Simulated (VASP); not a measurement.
# N (P6_3/mmc) in VASP: further runs

N is run at these levels: PBEsol; tasks: single point.

All numbers are computed with VASP 6.6.1; they aren't measurements. Logs are shortened: lines on timing, memory, paths and dates and some standing lists are left out, and cuts for length are marked.

## Step 1: The cell of the first run

It takes space group P6_3/mmc (No. 194, hexagonal). The conventional cell has a = 4.023 Å, b = 4.023 Å, c = 6.764 Å, α = 90.00°, β = 90.00°, γ = 120.00°. N (site symmetry 3m) has 1 N at 1.07 Å within 1.4 Å.

## Step 2: Single point, PBEsol

The input, INCAR:

```
SYSTEM = N
PREC = Accurate
ENCUT = 520
EDIFF = 1E-6
ISMEAR = 0
SIGMA = 0.01
LREAL = .False.
LASPH = .True.
NELM = 80
ALGO = Normal
ISIF = 2
LWAVE = .False.
LCHARG = .True.
GGA = PS
LELF = .True.
LVHAR = .True.
NBANDS = 18
```

The input, KPOINTS:

```
regular mesh
0
Gamma
  5 5 3
  0 0 0
```

The input, POSCAR:

```
N
1.0
    4.0234192247      0.0000000000      0.0000000000
   -2.0117091296      3.4843826393      0.0000000000
    0.0000000000      0.0000000000      6.7642224905
N
4
Direct
    0.3333333333      0.6666666667      0.3289300000
    0.3333333333      0.6666666667      0.1710700000
    0.6666666667      0.3333333333      0.8289300000
    0.6666666667      0.3333333333      0.6710700000
```

Potentials or basis: VASP PAW PBE potentials, release 64 (N).

On the command line:

```sh
$ cat potpaw_PBE.64/N/POTCAR > POTCAR
$ mpirun -np 1 vasp_std > vasp.out
```

OUTCAR:

```text
SYSTEM = N
   PREC = Accurate
   ENCUT = 520
   EDIFF = 1E-6
   ISMEAR = 0
   LREAL = .False.
   LASPH = .True.
   NELM = 80
   ISIF = 2
   GGA = PS

 ion  position               nearest neighbor table
   1  0.333  0.667  0.329-   2 1.07
   2  0.333  0.667  0.171-   1 1.07
   3  0.667  0.333  0.829-   4 1.07
   4  0.667  0.333  0.671-   3 1.07

  LATTYP: Found a hexagonal cell.
 ALAT       =     4.0234192247
 C/A-ratio  =     1.6812124496

  Lattice vectors:

 A1 = (   4.0234192247,   0.0000000000,   0.0000000000)
 A2 = (  -2.0117091296,   3.4843826393,   0.0000000000)
 A3 = (   0.0000000000,   0.0000000000,   6.7642224905)

Analysis of symmetry for initial positions (statically):
=====================================================================
 Subroutine PRICEL returns:
 Original cell was already a primitive cell.

 Routine SETGRP: Setting up the symmetry group for a
 hexagonal supercell.

 Subroutine GETGRP returns: Found 24 space group operations
 (whereof 12 operations were pure point group operations)
 out of a pool of 24 trial point group operations.

The static configuration has the point symmetry D_3d.
 The point group associated with its full space group is D_6h.

Analysis of symmetry for dynamics (positions and initial velocities):
=====================================================================
 Subroutine PRICEL returns:
 Original cell was already a primitive cell.

 Routine SETGRP: Setting up the symmetry group for a
 hexagonal supercell.

 Subroutine GETGRP returns: Found 24 space group operations
 (whereof 12 operations were pure point group operations)
 out of a pool of 24 trial point group operations.

The dynamic configuration has the point symmetry D_3d.
 The point group associated with its full space group is D_6h.

 Subroutine INISYM returns: Found 24 space group operations
 (whereof 12 operations are pure point group operations),
 and found     1 'primitive' translations

----------------------------------------------------------------------------------------

                                     Primitive cell

  volume of cell :      94.8285

  direct lattice vectors                    reciprocal lattice vectors
     4.023419225  0.000000000  0.000000000     0.248544818  0.143497409  0.000000000
    -2.011709130  3.484382639  0.000000000     0.000000000  0.286994886  0.000000000
     0.000000000  0.000000000  6.764222490     0.000000000  0.000000000  0.147836651

  length of vectors
     4.023419225  4.023418447  6.764222490     0.286994831  0.286994886  0.147836651

  position of ions in fractional coordinates (direct lattice)
     0.333333333  0.666666667  0.328930000
     0.333333333  0.666666667  0.171070000
     0.666666667  0.333333333  0.828930000
     0.666666667  0.333333333  0.671070000

  ion indices of the primitive-cell ions
   primitive index   ion index
                 1           1
                 2           2
                 3           3
                 4           4

----------------------------------------------------------------------------------------

 KPOINTS: regular mesh

Automatic generation of k-mesh.
 Grid dimensions read from file:
 generate k-points for:    5    5    3

 Generating k-lattice:

  Cartesian coordinates                     Fractional coordinates (reciprocal lattice)
     0.049708964  0.028699482  0.000000000     0.200000000  0.000000000  0.000000000
     0.000000000  0.057398977  0.000000000     0.000000000  0.200000000  0.000000000
     0.000000000  0.000000000  0.049278884     0.000000000  0.000000000  0.333333333

  Length of vectors
     0.057398966  0.057398977  0.049278884

  Shift w.r.t. Gamma in fractional coordinates (k-lattice)
     0.000000000  0.000000000  0.000000000

 Subroutine IBZKPT returns following result:
 ===========================================

 Found     10 irreducible k-points:

 Following reciprocal coordinates:
            Coordinates               Weight
  0.000000  0.000000  0.000000      1.000000
  0.200000 -0.000000  0.000000      6.000000
  0.400000  0.000000  0.000000      6.000000
  0.200000  0.200000  0.000000      6.000000
  0.400000  0.200000  0.000000      6.000000
  0.000000  0.000000  0.333333      2.000000
  0.200000 -0.000000  0.333333     12.000000
  0.400000  0.000000  0.333333     12.000000
  0.200000  0.200000  0.333333     12.000000
  0.400000  0.200000  0.333333     12.000000
   k-points           NKPTS =     10   k-points in BZ     NKDIM =     10   number of bands    NBANDS=     18
   number of dos      NEDOS =    301   number of ions     NIONS =      4
   total plane-waves  NPLWV =  45000
   dimension x,y,z NGX =    30 NGY =   30 NGZ =   50
   dimension x,y,z NGXF=    60 NGYF=   60 NGZF=  100
   ions per type =               4
   NGX,Y,Z   is equivalent  to a cutoff of  12.40, 12.40, 12.29 a.u.
   NGXF,Y,Z  is equivalent  to a cutoff of  24.79, 24.79, 24.58 a.u.
 SYSTEM =  N
   PREC   = accura    normal or accurate (medium, high low for compatibility)
   ISTART =      0    job   : 0-new  1-cont  2-samecut
   ICHARG =      2    charge: 1-file 2-atom 10-const
   ISPIN  =      1    spin polarized calculation?
   LNONCOLLINEAR =      F non collinear calculations
   LSORBIT =      F    spin-orbit coupling
   LASPH  =      T    aspherical Exc in radial PAW
   ENCUT  =  520.0 eV  38.22 Ry    6.18 a.u.   7.48  7.48 12.58*2*pi/ulx,y,z
   NELM   =     80;   NELMIN=  2; NELMDL= -5     # of ELM steps
   EDIFF  = 0.1E-05   stopping-criterion for ELM
   LREAL  =      F    real-space projection
   EDIFFG = 0.1E-04   stopping-criterion for IOM
   NSW    =      0    number of steps for IOM
   IBRION =     -1    ionic relax: 0-MD 1-quasi-New 2-CG
   NFREE  =      0    steps in history (QN), initial steepest desc. (CG)
   ISIF   =      2    stress and relaxation
   ISYM   =      2    0-nonsym 1-usesym 2-fastsym
   POTIM  = 0.5000    time-step for ionic-motion
   TEBEG  =    0.0;   TEEND  =   0.0 temperature during run
   PSTRESS=    0.0 pullay stress
   NELECT =      20.0000    total number of electrons
   NUPDOWN=      -1.0000    fix difference up-down
   EMIN   =  10.00;   EMAX   =-10.00  energy-range for DOS
   EFERMI =   0.00;   METHOD = LEGACY
   ISMEAR =     0;   SIGMA  =   0.01  broadening in eV -4-tet -1-fermi 0-gaus
   EFERMI_NEDOS =   21; number of points for ismear=-14 and -15
   IALGO  =     38    algorithm
   IMIX   =      4    mixing-type and parameters
     AMIX     =   0.40;   BMIX     =  1.00
     AMIX_MAG =   1.60;   BMIX_MAG =  1.00
  volume/ion in A,a.u.               =      23.71       159.98
  Fermi-wavevector in a.u.,A,eV,Ry     =   0.974478  1.841495 12.920180  0.949606
  Thomas-Fermi vector in A             =   2.104940
   LORBIT       =      0    0 simple, 1 ext, 2 COOP (PROOUT), +10 PAW based schemes
   GGA     = PS    functional components
   LHFCALC =     F    Hartree Fock is set to
   AEXX    =    0.0000 exact exchange contribution
   IVDW    =     0    specifies the selected vdW correction
   LEPSILON=     F    determine dielectric tensor
   LRPA    =     F    only Hartree local field effects (RPA)
 non-spin polarized calculation
 Gauss-broadening in eV      SIGMA  =   0.01
  energy-cutoff  :      520.00
  volume of cell :       94.83
 maximum number of plane-waves:      2587
 NGX is ok and might be reduce to    30
   NGX = 15   NGY = 15   NGZ = 25

 number of electron      20.0000005 magnetization

 Free energy of the ion-electron system (eV)
  ---------------------------------------------------
  ext. energy  EPLUGINS =         0.00000000
  ---------------------------------------------------
  free energy    TOTEN  =       -33.78754688 eV

  energy without entropy =      -33.78754688  energy(sigma->0) =      -33.78754688

 E-fermi :  -6.1657     XC(G=0):  -6.1661

 val. band max:       -6.2980965146   @ k =   0.0000   0.0000   0.0000
 cond. band min:       0.9266860258   @ k =   0.4000   0.2000   0.0000
 fundamental gap:      7.2247825404
 Fermi energy:        -6.1656957145

 k-point     1 :       0.0000    0.0000    0.0000
  band No.  band energies     occupation
      1     -25.5625      2.00000
      2     -25.5314      2.00000
      3     -10.3586      2.00000
      4      -9.3853      2.00000
      5      -8.5371      2.00000
      6      -8.5371      2.00000
[... 10 lines left out ...]
     17       6.7878      0.00000
     18      10.5190      0.00000

 k-point     2 :       0.2000   -0.0000    0.0000
  band No.  band energies     occupation
      1     -25.5535      2.00000
      2     -25.5280      2.00000
      3     -10.2537      2.00000
      4      -9.4423      2.00000
      5      -8.6675      2.00000
      6      -8.5922      2.00000
[... 10 lines left out ...]
     17       7.5022      0.00000
     18       8.6581      0.00000

 k-point     3 :       0.4000    0.0000    0.0000
  band No.  band energies     occupation
      1     -25.5370      2.00000
      2     -25.5235      2.00000
      3     -10.0206      2.00000
      4      -9.5959      2.00000
      5      -8.8788      2.00000
      6      -8.7551      2.00000
[... 10 lines left out ...]
     17       7.0142      0.00000
     18       8.3838      0.00000

 k-point     4 :       0.2000    0.2000    0.0000
  band No.  band energies     occupation
      1     -25.5404      2.00000
      2     -25.5238      2.00000
      3     -10.0782      2.00000
      4      -9.5533      2.00000
      5      -8.7992      2.00000
      6      -8.7403      2.00000
[... 10 lines left out ...]
     17       7.4727      0.00000
     18       8.5587      0.00000

 k-point     5 :       0.4000    0.2000    0.0000
  band No.  band energies     occupation
      1     -25.5297      2.00000
      2     -25.5237      2.00000
      3      -9.8926      2.00000
      4      -9.6980      2.00000
      5      -8.8706      2.00000
      6      -8.7543      2.00000
[... 10 lines left out ...]
     17       6.8967      0.00000
     18       8.2406      0.00000

 k-point     6 :       0.0000    0.0000    0.3333
  band No.  band energies     occupation
      1     -25.5546      2.00000
      2     -25.5394      2.00000
      3     -10.1812      2.00000
      4      -9.7251      2.00000
      5      -8.5091      2.00000
      6      -8.5091      2.00000
[... 10 lines left out ...]
     17       7.8022      0.00000
     18       9.9120      0.00000

 k-point     7 :       0.2000   -0.0000    0.3333
  band No.  band energies     occupation
      1     -25.5471      2.00000
      2     -25.5343      2.00000
      3     -10.1064      2.00000
      4      -9.7273      2.00000
      5      -8.6159      2.00000
      6      -8.5635      2.00000
[... 10 lines left out ...]
     17       8.3810      0.00000
     18       8.8380      0.00000

 k-point     8 :       0.4000    0.0000    0.3333
  band No.  band energies     occupation
      1     -25.5335      2.00000
      2     -25.5268      2.00000
      3      -9.9554      2.00000
      4      -9.7576      2.00000
      5      -8.7869      2.00000
      6      -8.7093      2.00000
[... 10 lines left out ...]
     17       7.0604      0.00000
     18       7.6040      0.00000

 k-point     9 :       0.2000    0.2000    0.3333
  band No.  band energies     occupation
      1     -25.5363      2.00000
      2     -25.5280      2.00000
      3      -9.9896      2.00000
      4      -9.7451      2.00000
      5      -8.7158      2.00000
      6      -8.6918      2.00000
[... 10 lines left out ...]
     17       7.5915      0.00000
     18       8.1273      0.00000

 k-point    10 :       0.4000    0.2000    0.3333
  band No.  band energies     occupation
      1     -25.5284      2.00000
      2     -25.5254      2.00000
      3      -9.8805      2.00000
      4      -9.7893      2.00000
      5      -8.7904      2.00000
      6      -8.7047      2.00000
[... 10 lines left out ...]
     17       6.7546      0.00000
     18       7.2159      0.00000

------------------------ aborting loop because EDIFF is reached ----------------------------------------

  FORCE on cell =-STRESS in cart. coord.  units (eV):
  Direction    XX          YY          ZZ          XY          YZ          ZX
  --------------------------------------------------------------------------------------
  -------------------------------------------------------------------------------------
  Total        0.0548194      0.0548194     16.9644273      0.0000000     -0.0000000      0.0000000
  in kB        0.9262025      0.9262022    286.6228250      0.0000001     -0.0000000      0.0000000
  external PRESSURE =      96.1584099 kB  Pullay stress =       0.0000000 kB

 VOLUME and BASIS-vectors are now :
 -----------------------------------------------------------------------------
  energy-cutoff  :      520.00
  volume of cell :       94.83
      direct lattice vectors                 reciprocal lattice vectors
     4.023419225  0.000000000  0.000000000     0.248544818  0.143497409  0.000000000
    -2.011709130  3.484382639  0.000000000     0.000000000  0.286994886  0.000000000
     0.000000000  0.000000000  6.764222490     0.000000000  0.000000000  0.147836651

 POSITION                                       TOTAL-FORCE (eV/Angst)
 -----------------------------------------------------------------------------------
      0.00000      2.32292      2.22496        -0.000000     -0.000000      7.931476
      0.00000      2.32292      1.15716        -0.000000     -0.000000     -7.931476
      2.01171      1.16146      5.60707         0.000000      0.000000      7.931476
      2.01171      1.16146      4.53927         0.000000      0.000000     -7.931476
 -----------------------------------------------------------------------------------
    total drift:                               -0.000000      0.000000      0.000000

  FREE ENERGIE OF THE ION-ELECTRON SYSTEM (eV)
  ---------------------------------------------------
  free  energy   TOTEN  =       -33.7875468761 eV

  energy  without entropy=      -33.7875468761  energy(sigma->0) =      -33.78754688
```

Run time: 26 s. Hardware: 1 thread of AMD EPYC 7R43 (Zen 3), shared host; peak memory 0.15 GiB.

Results:

| Quantity | Value |
| --- | --- |
| Free energy | -33.7875 eV |
| Pressure | 9.6 GPa |
| Largest force | 7.931 eV/Å |
| Band gap on the k mesh | 7.22 eV, indirect (least direct gap 7.55 eV) |

Forces on the atoms (eV/Å):
```
N    0.000  0.000  7.931
N    0.000  0.000 -7.931
N    0.000  0.000  7.931
N    0.000  0.000 -7.931
```

Levels at points of the mesh, in eV from the valence-band top:
```tsv
k point	band 6	band 7	band 8	band 9	band 10	band 11	band 12	band 13	band 14	band 15
(0.00, 0.00, 0.00)	-2.24	-2.12	-2.12	-1.37	0.00	8.09	8.09	8.67	8.67	10.27
```

Caveat: the standard files for N, O and F lose accuracy on very short bonds; the PAW data sets were made with another functional, which shifts forces and pressure a little. A k mesh can miss the band edges.

## Step 3: Single point, PBEsol

This run uses another cell than the first one, of 24.37 Å³/atom, 1.028 times its volume.

INCAR is that of step 2.

The input, KPOINTS:

```
Automatic mesh
0
Gamma
  5 5 3
  0 0 0
```

The input, POSCAR:

```
N
1.0
    4.0603333896      0.0000000000      0.0000000000
   -2.0301662076      3.5163512382      0.0000000000
    0.0000000000      0.0000000000      6.8262830442
N
4
Direct
    0.3333333333      0.6666666667      0.3289300000
    0.3333333333      0.6666666667      0.1710700000
    0.6666666667      0.3333333333      0.8289300000
    0.6666666667      0.3333333333      0.6710700000
```

Potentials or basis: VASP PAW PBE potentials, release 64 (N).

On the command line:

```sh
$ cat potpaw_PBE.64/N/POTCAR > POTCAR
$ mpirun -np 1 vasp_std > vasp.out
```

OUTCAR:

```text
SYSTEM = N
   PREC = Accurate
   ENCUT = 520
   EDIFF = 1E-6
   ISMEAR = 0
   LREAL = .False.
   LASPH = .True.
   NELM = 80
   ISIF = 2
   GGA = PS

 ion  position               nearest neighbor table
   1  0.333  0.667  0.329-   2 1.08
   2  0.333  0.667  0.171-   1 1.08
   3  0.667  0.333  0.829-   4 1.08
   4  0.667  0.333  0.671-   3 1.08

[... 394 lines left out ...]

  FORCE on cell =-STRESS in cart. coord.  units (eV):
  Direction    XX          YY          ZZ          XY          YZ          ZX
  --------------------------------------------------------------------------------------
  -------------------------------------------------------------------------------------
  Total        0.0402013      0.0402013     12.7979910      0.0000000     -0.0000000      0.0000000
  in kB        0.6608643      0.6608641    210.3846970      0.0000001     -0.0000000      0.0000000
  external PRESSURE =      70.5688085 kB  Pullay stress =       0.0000000 kB

 VOLUME and BASIS-vectors are now :
 -----------------------------------------------------------------------------
  energy-cutoff  :      520.00
  volume of cell :       97.46
      direct lattice vectors                 reciprocal lattice vectors
     4.060333390  0.000000000  0.000000000     0.246285195  0.142192815  0.000000000
    -2.030166208  3.516351238  0.000000000     0.000000000  0.284385698  0.000000000
     0.000000000  0.000000000  6.826283044     0.000000000  0.000000000  0.146492607

 POSITION                                       TOTAL-FORCE (eV/Angst)
 -----------------------------------------------------------------------------------
      0.00000      2.34423      2.24537        -0.000000     -0.000000      5.933233
      0.00000      2.34423      1.16777        -0.000000     -0.000000     -5.933233
      2.03017      1.17212      5.65851         0.000000      0.000000      5.933233
      2.03017      1.17212      4.58091         0.000000      0.000000     -5.933233
 -----------------------------------------------------------------------------------
    total drift:                               -0.000000      0.000000      0.000000

  FREE ENERGIE OF THE ION-ELECTRON SYSTEM (eV)
  ---------------------------------------------------
  free  energy   TOTEN  =       -33.9290809750 eV

  energy  without entropy=      -33.9290809750  energy(sigma->0) =      -33.92908098
```

stdout:

```text
POSCAR found type information on POSCAR N
 POSCAR found :  1 types and       4 ions
 scaLAPACK will be used
 -----------------------------------------------------------------------------
|                                                                             |
|                                                                             |
|     You enforced a specific xc type in the INCAR file but a different       |
|     I HOPE YOU KNOW WHAT YOU ARE DOING!                                     |
|                                                                             |
 -----------------------------------------------------------------------------

 LDA part: xc-table for (Slater+PW92), standard interpolation
 POSCAR, INCAR and KPOINTS ok, starting setup
 FFT: planning ... GRIDC
 FFT: planning ... GRID_SOFT
 FFT: planning ... GRID
 WAVECAR not read
 entering main loop
```

It took 25 s on 1 thread of AMD EPYC 7R43 (Zen 3), shared host; peak memory 0.15 GiB.

What came out:

| Quantity | Value |
| --- | --- |
| Free energy | -33.9291 eV |
| Pressure | 7.1 GPa |
| Largest force | 5.933 eV/Å |
| Band gap on the k mesh | 7.17 eV, indirect (least direct gap 7.49 eV) |

Forces in eV/Å, atoms in the order of the input:
```
N    0.000  0.000  5.933
N    0.000  0.000 -5.933
N    0.000  0.000  5.933
N    0.000  0.000 -5.933
```

Levels at points of the mesh, in eV from the valence-band top:
```csv
k point,band 8,band 9,band 10,band 11,band 12,band 13
"(0.00, 0.00, 0.00)",-2.02,-1.29,0.00,7.99,7.99,8.53
```

Caveat: the standard files for N, O and F lose accuracy on very short bonds; the PAW data sets were made with another functional, which shifts forces and pressure a little.
